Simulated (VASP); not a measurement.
# Ag (R-3m) in VASP: notebook

The runs below take Ag through single point, with PBEsol.

All numbers are computed with VASP 6.6.1; they aren't measurements. Logs are shortened: lines on timing, memory, paths and dates and some standing lists are left out, and cuts for length are marked.

## 1. The cell of the first run

Symmetry: R-3m, No. 166, trigonal system. The conventional cell has a = 2.946 Å, b = 2.946 Å, c = 22.046 Å, α = 90.00°, β = 90.00°, γ = 120.00°. Ag (site symmetry 3m) has 12 Ag at 2.95 to 2.98 Å within 3.9 Å. Within 3.9 Å of Ag (site symmetry -3m) lie 12 Ag at 2.95 to 2.98 Å.

## 2. Single point, PBEsol

INCAR

```
  PREC = Accurate
  ENCUT = 520
  EDIFF = 1E-7
  ISMEAR = -1
  SIGMA = 0.05
  LREAL = False
  LASPH = True
  NELM = 80
  ALGO = Normal
  ISIF = 2
  LWAVE = False
  LCHARG = False
  GGA = PS
  NBANDS = 24
```

KPOINTS

```
Automatic mesh
0
Gamma
  9 9 9
```

POSCAR

```
Ag
1.0
    1.4730471633      0.8504641763      7.3487430000
   -1.4730471633      0.8504641763      7.3487430000
    0.0000000000     -1.7009283525      7.3487430000
Ag
3
Direct
    0.2222810000      0.2222810000      0.2222810000
    0.7777190000      0.7777190000      0.7777190000
    0.0000000000      0.0000000000      0.0000000000
```

Potentials or basis: VASP PAW PBE potentials, release 64 (Ag).

On the command line:

```bash
$ cat potpaw_PBE.64/Ag/POTCAR > POTCAR
$ mpirun -np 1 vasp_std > vasp.out
```

OUTCAR:

```text
PREC = Accurate
   ENCUT = 520
   EDIFF = 1E-7
   ISMEAR = -1
   LREAL = False
   LASPH = True
   NELM = 80
   ISIF = 2
   GGA = PS

 ion  position               nearest neighbor table
   1  0.222  0.222  0.222-   3 2.98   3 2.98   3 2.98   2 2.98   2 2.98   2 2.98
   2  0.778  0.778  0.778-   3 2.98   3 2.98   3 2.98   1 2.98   1 2.98   1 2.98
   3  0.000  0.000  0.000-   2 2.98   1 2.98   2 2.98   2 2.98   1 2.98   1 2.98

  LATTYP: Found a trigonal (rhomboedric) cell.
 ALAT       =     7.5430220032
 COS(alpha) =     0.9237266975

  Lattice vectors:

 A1 = (   1.4730471633,   0.8504641763,   7.3487430000)
 A2 = (  -1.4730471633,   0.8504641763,   7.3487430000)
 A3 = (   0.0000000000,  -1.7009283525,   7.3487430000)

Analysis of symmetry for initial positions (statically):
=====================================================================
 Subroutine PRICEL returns:
 Original cell was already a primitive cell.

 Routine SETGRP: Setting up the symmetry group for a
 trigonal (rhombohedral) supercell.

 Subroutine GETGRP returns: Found 12 space group operations
 (whereof 12 operations were pure point group operations)
 out of a pool of 12 trial point group operations.

The static configuration has the point symmetry D_3d.

Analysis of symmetry for dynamics (positions and initial velocities):
=====================================================================
 Subroutine PRICEL returns:
 Original cell was already a primitive cell.

 Routine SETGRP: Setting up the symmetry group for a
 trigonal (rhombohedral) supercell.

 Subroutine GETGRP returns: Found 12 space group operations
 (whereof 12 operations were pure point group operations)
 out of a pool of 12 trial point group operations.

The dynamic configuration has the point symmetry D_3d.

 Subroutine INISYM returns: Found 12 space group operations
 (whereof 12 operations are pure point group operations),
 and found     1 'primitive' translations

----------------------------------------------------------------------------------------

                                     Primitive cell

  volume of cell :      55.2379

  direct lattice vectors                    reciprocal lattice vectors
     1.473047163  0.850464176  7.348743000     0.339432445  0.195971413  0.045359231
    -1.473047163  0.850464176  7.348743000    -0.339432445  0.195971413  0.045359231
     0.000000000 -1.700928353  7.348743000     0.000000000 -0.391942827  0.045359231

  length of vectors
     7.543022003  7.543022003  7.543022003     0.394558791  0.394558791  0.394558791

  position of ions in fractional coordinates (direct lattice)
     0.222281000  0.222281000  0.222281000
     0.777719000  0.777719000  0.777719000
     0.000000000  0.000000000  0.000000000

  ion indices of the primitive-cell ions
   primitive index   ion index
                 1           1
                 2           2
                 3           3

----------------------------------------------------------------------------------------

 KPOINTS: Automatic mesh

Automatic generation of k-mesh.
 Grid dimensions read from file:
 generate k-points for:    9    9    9

 Generating k-lattice:

  Cartesian coordinates                     Fractional coordinates (reciprocal lattice)
     0.037714716  0.021774601  0.005039915     0.111111111  0.000000000 -0.000000000
    -0.037714716  0.021774601  0.005039915     0.000000000  0.111111111 -0.000000000
     0.000000000 -0.043549203  0.005039915    -0.000000000 -0.000000000  0.111111111

  Length of vectors
     0.043839866  0.043839866  0.043839866

  Shift w.r.t. Gamma in fractional coordinates (k-lattice)
     0.000000000  0.000000000  0.000000000

 Subroutine IBZKPT returns following result:
 ===========================================

 Found     85 irreducible k-points:

 Following reciprocal coordinates:
            Coordinates               Weight
  0.000000  0.000000  0.000000      1.000000
  0.111111  0.000000 -0.000000      6.000000
  0.222222  0.000000  0.000000      6.000000
  0.333333  0.000000  0.000000      6.000000
  0.444444  0.000000  0.000000      6.000000
  0.111111  0.111111 -0.000000      6.000000
[... 16 lines left out ...]
 -0.333333  0.333333  0.000000      6.000000
  0.444444  0.444444  0.000000      6.000000
 [... further k-points ...]
   k-points           NKPTS =     85   k-points in BZ     NKDIM =     85   number of bands    NBANDS=     24
   number of dos      NEDOS =    301   number of ions     NIONS =      3
   total plane-waves  NPLWV = 175616
   dimension x,y,z NGX =    56 NGY =   56 NGZ =   56
   dimension x,y,z NGXF=   112 NGYF=  112 NGZF=  112
   ions per type =               3
   NGX,Y,Z   is equivalent  to a cutoff of  12.34, 12.34, 12.34 a.u.
   NGXF,Y,Z  is equivalent  to a cutoff of  24.68, 24.68, 24.68 a.u.
 SYSTEM =  unknown system
   PREC   = accura    normal or accurate (medium, high low for compatibility)
   ISTART =      0    job   : 0-new  1-cont  2-samecut
   ICHARG =      2    charge: 1-file 2-atom 10-const
   ISPIN  =      1    spin polarized calculation?
   LNONCOLLINEAR =      F non collinear calculations
   LSORBIT =      F    spin-orbit coupling
   LASPH  =      T    aspherical Exc in radial PAW
   ENCUT  =  520.0 eV  38.22 Ry    6.18 a.u.  14.03 14.03 14.03*2*pi/ulx,y,z
   NELM   =     80;   NELMIN=  2; NELMDL= -5     # of ELM steps
   EDIFF  = 0.1E-06   stopping-criterion for ELM
   LREAL  =      F    real-space projection
   EDIFFG = 0.1E-05   stopping-criterion for IOM
   NSW    =      0    number of steps for IOM
   IBRION =     -1    ionic relax: 0-MD 1-quasi-New 2-CG
   NFREE  =      0    steps in history (QN), initial steepest desc. (CG)
   ISIF   =      2    stress and relaxation
   ISYM   =      2    0-nonsym 1-usesym 2-fastsym
   POTIM  = 0.5000    time-step for ionic-motion
   TEBEG  =    0.0;   TEEND  =   0.0 temperature during run
   PSTRESS=    0.0 pullay stress
   NELECT =      33.0000    total number of electrons
   NUPDOWN=      -1.0000    fix difference up-down
   EMIN   =  10.00;   EMAX   =-10.00  energy-range for DOS
   EFERMI =   0.00;   METHOD = LEGACY
   ISMEAR =    -1;   SIGMA  =   0.05  broadening in eV -4-tet -1-fermi 0-gaus
   EFERMI_NEDOS =   21; number of points for ismear=-14 and -15
   IALGO  =     38    algorithm
   IMIX   =      4    mixing-type and parameters
     AMIX     =   0.40;   BMIX     =  1.00
     AMIX_MAG =   1.60;   BMIX_MAG =  1.00
  volume/ion in A,a.u.               =      18.41       124.25
  Fermi-wavevector in a.u.,A,eV,Ry     =   1.378797  2.605549 25.865798  1.901082
  Thomas-Fermi vector in A             =   2.503826
   LORBIT       =      0    0 simple, 1 ext, 2 COOP (PROOUT), +10 PAW based schemes
   GGA     = PS    functional components
   LHFCALC =     F    Hartree Fock is set to
   AEXX    =    0.0000 exact exchange contribution
   IVDW    =     0    specifies the selected vdW correction
   LEPSILON=     F    determine dielectric tensor
   LRPA    =     F    only Hartree local field effects (RPA)
 non-spin polarized calculation
  energy-cutoff  :      520.00
  volume of cell :       55.24
 maximum number of plane-waves:      1528
   NGX = 29   NGY = 29   NGZ = 29

 number of electron      33.0000001 magnetization

 Free energy of the ion-electron system (eV)
  ---------------------------------------------------
  ext. energy  EPLUGINS =         0.00000000
  ---------------------------------------------------
  free energy    TOTEN  =        -9.78876780 eV

  energy without entropy =       -9.78212273  energy(sigma->0) =       -9.78544526

 E-fermi :   7.2481     XC(G=0): -11.9587

 val. band max:        7.2309468180   @ k =   0.4444   0.3333   0.3333
 cond. band min:       7.2555664771   @ k =  -0.2222   0.1111   0.1111
 fundamental gap:      0.0246196590
 Fermi energy:         7.2480852853

 k-point     1 :       0.0000    0.0000    0.0000
  band No.  band energies     occupation
      1      -0.0701      2.00000
      2       1.3417      2.00000
      3       1.3438      2.00000
      4       2.6322      2.00000
      5       2.7084      2.00000
      6       2.7084      2.00000
[... 16 lines left out ...]
     23      23.8715      0.00000
     24      24.9423      0.00000

 k-point     2 :       0.1111    0.0000   -0.0000
  band No.  band energies     occupation
      1       0.2562      2.00000
      2       1.5604      2.00000
      3       1.5688      2.00000
      4       2.5594      2.00000
      5       2.5985      2.00000
      6       2.7709      2.00000
[... 16 lines left out ...]
     23      23.3070      0.00000
     24      23.4956      0.00000

 k-point     3 :       0.2222    0.0000    0.0000
  band No.  band energies     occupation
      1       1.0672      2.00000
      2       1.8530      2.00000
      3       1.9137      2.00000
      4       2.2131      2.00000
      5       2.3992      2.00000
      6       2.5995      2.00000
[... 16 lines left out ...]
     23      21.4226      0.00000
     24      21.5177      0.00000

 k-point     4 :       0.3333    0.0000    0.0000
  band No.  band energies     occupation
      1       1.4559      2.00000
      2       1.6504      2.00000
      3       1.7618      2.00000
      4       1.9279      2.00000
      5       2.0831      2.00000
      6       2.7900      2.00000
[... 16 lines left out ...]
     23      18.5680      0.00000
     24      19.8042      0.00000

 k-point     5 :       0.4444    0.0000    0.0000
  band No.  band energies     occupation
      1       1.3067      2.00000
      2       1.5084      2.00000
      3       1.5562      2.00000
      4       1.8156      2.00000
      5       1.8642      2.00000
      6       2.7069      2.00000
[... 451 lines left out ...]
 k-point    22 :      -0.4444    0.3333    0.0000
  band No.  band energies     occupation
      1       1.6974      2.00000
      2       1.8812      2.00000
      3       1.9404      2.00000
      4       2.1225      2.00000
      5       2.4180      2.00000
      6       2.4892      2.00000
[... 16 lines left out ...]
     23      16.3666      0.00000
     24      16.5732      0.00000

 k-point    23 :      -0.3333    0.3333    0.0000
  band No.  band energies     occupation
      1       1.8491      2.00000
      2       2.0477      2.00000
      3       2.0656      2.00000
      4       2.2229      2.00000
      5       2.3403      2.00000
      6       2.5211      2.00000
[... 16 lines left out ...]
     23      15.2627      0.00000
     24      16.1609      0.00000

 k-point    24 :       0.4444    0.4444    0.0000
  band No.  band energies     occupation
      1       1.3149      2.00000
      2       1.3607      2.00000
      3       1.6328      2.00000
      4       1.7471      2.00000
      5       2.2471      2.00000
      6       2.3988      2.00000
[... 16 lines left out ...]
     23      17.7890      0.00000
     24      18.1123      0.00000

 [... further k-points ...]
[... 5 lines left out ...]
  --------------------------------------------------------------------------------------
  -------------------------------------------------------------------------------------
  Total       -3.1158618     -3.1158618     -3.1448608      0.0000000     -0.0000000      0.0000000
  in kB      -90.3757216    -90.3757216    -91.2168407      0.0000000     -0.0000000      0.0000000
  external PRESSURE =     -90.6560947 kB  Pullay stress =       0.0000000 kB

 VOLUME and BASIS-vectors are now :
 -----------------------------------------------------------------------------
  energy-cutoff  :      520.00
  volume of cell :       55.24
      direct lattice vectors                 reciprocal lattice vectors
     1.473047163  0.850464176  7.348743000     0.339432445  0.195971413  0.045359231
    -1.473047163  0.850464176  7.348743000    -0.339432445  0.195971413  0.045359231
     0.000000000 -1.700928353  7.348743000     0.000000000 -0.391942827  0.045359231

 POSITION                                       TOTAL-FORCE (eV/Angst)
 -----------------------------------------------------------------------------------
      0.00000      0.00000      4.90046         0.000000      0.000000      0.002212
      0.00000      0.00000     17.14577         0.000000     -0.000000     -0.002212
      0.00000      0.00000      0.00000         0.000000     -0.000000      0.000000
 -----------------------------------------------------------------------------------
    total drift:                               -0.000000     -0.000000      0.000000

  FREE ENERGIE OF THE ION-ELECTRON SYSTEM (eV)
  ---------------------------------------------------
  free  energy   TOTEN  =        -9.7887678014 eV

  energy  without entropy=       -9.7821227250  energy(sigma->0) =       -9.78544526
```

It took 7.6 min on 1 thread of Intel Xeon Platinum 8488C (Sapphire Rapids), shared host; peak memory 0.44 GiB.

Results:

```
Free energy            : -9.7888 eV
Pressure               : -9.1 GPa
Band gap on the k mesh : zero (an odd number of electrons rules out a gap without spin polarisation)
```

Forces on the atoms (eV/Å):
```
Ag   0.000  0.000  0.002
Ag   0.000  0.000 -0.002
Ag   0.000  0.000  0.000
```

Levels at points of the mesh, in eV from the Fermi level:
```csv
k point,band 15,band 16,band 17,band 18,band 19,band 20
"(0.00, 0.00, 0.00)",-3.20,-3.20,-3.15,-3.15,7.09,7.11
```

Caveat: the cell stands under tension; the PAW data sets were made with another functional, which shifts forces and pressure a little.

## 3. Single point, PBEsol

This run uses another cell than the first one, of 18.77 Å³/atom.

INCAR

```
SYSTEM = Ag
ALGO = Normal
EDIFF = 1E-7
ENCUT = 520
GGA = PS
ISIF = 2
ISMEAR = -1
LASPH = .True.
LCHARG = .False.
LREAL = .False.
LWAVE = .False.
NBANDS = 24
NELM = 80
PREC = Accurate
SIGMA = 0.05
```

KPOINTS

```
k-points
0
Gamma
  9 9 9
  0 0 0
```

POSCAR

```
Ag
1.0
    1.4730471633      0.8504641763      7.4928360000
   -1.4730471633      0.8504641763      7.4928360000
    0.0000000000     -1.7009283525      7.4928360000
Ag
3
Direct
    0.2222810000      0.2222810000      0.2222810000
    0.7777190000      0.7777190000      0.7777190000
    0.0000000000      0.0000000000      0.0000000000
```

Potentials or basis: VASP PAW PBE potentials, release 64 (Ag).

On the command line:

```bash
$ cat potpaw_PBE.64/Ag/POTCAR > POTCAR
$ mpirun -np 1 vasp_std > vasp.out
```

It took 8.5 min on 1 thread of Intel Xeon Platinum 8488C (Sapphire Rapids), shared host; peak memory 0.5 GiB.

Results (log left out):

```
Free energy            : -9.7208 eV
Pressure               : -10.1 GPa
Band gap on the k mesh : zero (an odd number of electrons rules out a gap without spin polarisation)
```

Stress tensor (GPa, compression positive):
```
 -9.60   0.00   0.00
  0.00  -9.60   0.00
  0.00   0.00 -11.10
```

Levels at points of the mesh, in eV from the Fermi level:
| k point | band 13 | band 14 | band 15 | band 16 | band 17 | band 18 | band 19 | band 20 | band 21 | band 22 |
| --- | --- | --- | --- | --- | --- | --- | --- | --- | --- | --- |
| (0.00, 0.00, 0.00) | -3.17 | -3.17 | -3.16 | -3.15 | -3.10 | -3.10 | 6.70 | 6.72 | 15.47 | 15.88 |

Caveat: the cell stands under tension; the PAW data sets were made with another functional, which shifts forces and pressure a little.

The gap in the log of VASP goes by the Fermi energy; the results here count the filled bands.